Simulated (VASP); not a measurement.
Set up this calculation in VASP 6.6.1, as the native input.

```yaml
Task: single point
Functional: PBE
Potentials_or_basis: VASP PAW PBE potentials, release 64 (Au_sv_GW)
Cutoff: 540 eV
k_mesh: 6 × 6 × 2
Occupations: gaussian, width 0.1 eV
Spin: no spin polarisation
Dipole_correction: no
Further_INCAR_settings: ALGO = Normal; EDIFF = 1e-06; NBANDS = 46
```

The structure of Au lies in POSCAR:

```
Au
1.0
    3.2130423376      0.0000000000      0.0000000000
   -1.6065211688      2.7825762878      0.0000000000
    0.0000000000      0.0000000000      8.7509689683
Au
4
Direct
    0.0000000000      0.0000000000      0.2500000000
    0.0000000000      0.0000000000      0.7500000000
    0.3333333333      0.6666666667      0.7500000000
    0.6666666667      0.3333333333      0.2500000000
```

This isn't the form of Au at room conditions, which is fcc.

These files were run (other wordings do the same):

INCAR

```
ALGO = Normal ; EDIFF = 1E-6
ENCUT = 540 ; GGA = PE
GGA_COMPAT = F ; ISIF = 2
ISMEAR = 0 ; LASPH = T
LCHARG = F ; LREAL = F
LWAVE = F ; NBANDS = 46
NELM = 120 ; PREC = Accurate
SIGMA = 0.1
```

KPOINTS

```
k-points
0
Gamma
  6 6 2
```

Potentials or basis: VASP PAW PBE potentials, release 64 (Au_sv_GW).

Run with:

```sh
$ cat potpaw_PBE.64/Au_sv_GW/POTCAR > POTCAR
$ mpirun -np 1 vasp_std > vasp.out
```

It gave:

```yaml
Pressure: 366.3 GPa
Band_gap_on_the_k_mesh: zero (bands 38 and 39 overlap by 2.30 eV)
```

Caveat: the k points lie up to 0.38 Å⁻¹ apart, too coarse for converged energies and pressures of a metal; atoms lie so close that the PAW spheres overlap strongly, which falsifies energies and pressures; spin-orbit coupling is left out, which moves the levels of the heavy elements.

Wall time 62 s on 1 thread of AMD EPYC 7R13 Processor (Zen 3), with other jobs on the host, peak memory 0.18 GiB.
